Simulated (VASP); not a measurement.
The system is ZnS.

```
Zn S
1.0
     0.00000    2.75499    2.75499
     2.75499    0.00000    2.75499
     2.75499    2.75499    0.00000
Zn S
1 1
Direct
  0.75000 0.75000 0.75000
  0.00000 0.00000 0.00000
```

Base run:

* Program: VASP 6.6.1
* Functional: r2SCAN50
* Potentials or basis: VASP PAW PBE potentials, release 64 (Zn, S)
* Cutoff: 520 eV
* k mesh: 5 × 5 × 5
* Occupations: fermi-dirac, width 0.05 eV
* Spin: no spin polarisation

Its results: band gap on the k mesh 5.78 eV, direct; pressure -4.8 GPa.

Task: The run is repeated on the same cell with these changes: functional from r2SCAN50 to B3LYP. What comes out?

Result: Band gap on the k mesh 3.36 eV, direct; pressure -0.8 GPa.

Caveats: the PAW data sets were made with another functional, which shifts forces and pressure a little.

